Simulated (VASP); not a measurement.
Set up this calculation in VASP 6.6.1, as the native input.

- Task: single point
- Functional: PBE
- Potentials or basis: VASP PAW PBE potentials, release 64 (Hf_pv)
- Cutoff: 520 eV
- k mesh: 12 × 12 × 12
- Occupations: fermi-dirac, width 0.1 eV
- Spin: no spin polarisation
- Dipole correction: no
- Further INCAR settings: ALGO = Normal; EDIFF = 1e-06; NBANDS = 17

The structure of Hf lies in POSCAR:

```
Hf
1.0
    0.0000000000      2.5081244518      2.5081244518
    2.5081244518      0.0000000000      2.5081244518
    2.5081244518      2.5081244518      0.0000000000
Hf
2
Direct
   -0.1250000000     -0.1250000000     -0.1250000000
    0.1250000000      0.1250000000      0.1250000000
```

This cell differs from its parent crystal: volume scaled by 0.45.

These files were run (other wordings do the same):

INCAR

```
SYSTEM = Hf
  PREC = Accurate
  ENCUT = 520
  EDIFF = 1E-6
  ISMEAR = -1
  SIGMA = 0.1
  LREAL = .FALSE.
  LASPH = .TRUE.
  NELM = 100
  ALGO = Normal
  ISIF = 2
  LWAVE = .FALSE.
  LCHARG = .FALSE.
  GGA = PE
  NBANDS = 17
```

KPOINTS

```
regular mesh
0
G
  12 12 12
  0 0 0
```

Potentials or basis: VASP PAW PBE potentials, release 64 (Hf_pv).

Command:

```bash
$ cat potpaw_PBE.64/Hf_pv/POTCAR > POTCAR
$ mpirun -np 1 vasp_std > vasp.out
```

Results of the run:

```json
{
 "Pressure": "115.3 GPa",
 "Band gap on the k mesh": "zero (band 10 reaches 7.75 eV, above the bottom of band 11 at 6.34 eV)"
}
```

Caveat: spin-orbit coupling is left out, which moves the levels of the heavy elements.

Wall time 59 s on 1 thread of AMD EPYC 7R13, with other jobs on the host, peak memory 0.15 GiB.
